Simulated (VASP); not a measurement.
Set up this calculation in VASP 6.6.1, as the native input.

```
Task                   : single point
Functional             : r2SCAN
Potentials or basis    : VASP PAW PBE potentials, release 64 (Si)
Cutoff                 : 520 eV
k mesh                 : 12 × 12 × 2
Occupations            : gaussian, width 0.01 eV
Spin                   : no spin polarisation
Dipole correction      : no
Further INCAR settings : ALGO = Normal; EDIFF = 1e-07; NBANDS = 26
```

The system is Si.

```xyz
8
Lattice="3.8402 0.0000 0.0000 -1.9201 3.3257 0.0000 0.0000 0.0000 12.6237" Properties=species:S:1:pos:R:3 pbc="T T T"
Si    0.0000    0.0000    0.0070
Si    0.0000    2.2171    3.1517
Si    0.0000    0.0000    6.3188
Si    1.9201    1.1086    9.4636
Si    0.0000    0.0000    2.3600
Si    0.0000    2.2171    5.5270
Si    0.0000    0.0000    8.6718
Si    1.9201    1.1086   11.8389
```

This isn't the form of Si at room conditions, which is diamond.

The input as run:

POSCAR

```
Si
1.0
    3.8401748445      0.0000000000      0.0000000000
   -1.9200874223      3.3256889703      0.0000000000
    0.0000000000      0.0000000000     12.6236709107
Si
8
Direct
    0.0000000000      0.0000000000      0.0005516775
    0.3333333333      0.6666666667      0.2496687365
    0.0000000000      0.0000000000      0.5005516775
    0.6666666667      0.3333333333      0.7496687365
    0.0000000000      0.0000000000      0.1869483225
    0.3333333333      0.6666666667      0.4378312635
    0.0000000000      0.0000000000      0.6869483225
    0.6666666667      0.3333333333      0.9378312635
```

INCAR.step1

```
ALGO     = Normal         # electronic algorithm
EDIFF    = 1E-4           # SCF threshold, eV
ENCUT    = 520            # plane-wave cutoff, eV
GGA      = PE             # functional
ISMEAR   = 0              # smearing method
LASPH    = True           # aspherical terms in the spheres
LCHARG   = False          # write CHGCAR
LREAL    = False          # projectors in reciprocal space
LWAVE    = True           # write WAVECAR
NBANDS   = 26             # bands
NELM     = 60             # most SCF steps
PREC     = Accurate       # precision mode
SIGMA    = 0.01           # smearing width, eV
```

INCAR.step2

```
ALGO     = Normal         # electronic algorithm
EDIFF    = 1E-7           # SCF threshold, eV
ENCUT    = 520            # plane-wave cutoff, eV
ISIF     = 2              # what is computed and relaxed
ISMEAR   = 0              # smearing method
ISTART   = 1            
LASPH    = True           # aspherical terms in the spheres
LCHARG   = False          # write CHGCAR
LMIXTAU  = True         
LREAL    = False          # projectors in reciprocal space
LWAVE    = False          # write WAVECAR
METAGGA  = R2SCAN         # meta-GGA
NBANDS   = 26             # bands
NELM     = 60             # most SCF steps
PREC     = Accurate       # precision mode
SIGMA    = 0.01           # smearing width, eV
```

KPOINTS

```
k-points
0
Gamma
  12 12 2
```

Potentials or basis: VASP PAW PBE potentials, release 64 (Si).

Launch:

```console
$ cat potpaw_PBE.64/Si/POTCAR > POTCAR
$ cp INCAR.step1 INCAR
$ mpirun -np 1 vasp_std > vasp.out
$ cp INCAR.step2 INCAR
$ mpirun -np 1 vasp_std > vasp.out
```

Results of the run:

- Pressure: -0.2 GPa
- Band gap on the k mesh: 0.78 eV (least direct gap 1.62 eV)

Caveat: semilocal functionals underestimate gaps, and a narrow one can read as zero; the PAW data sets were made with another functional, which shifts forces and pressure a little.

Run time: 18 min on 1 thread of Oxide Virtual Turin-like Processor, on a shared host, peak memory 0.33 GiB.
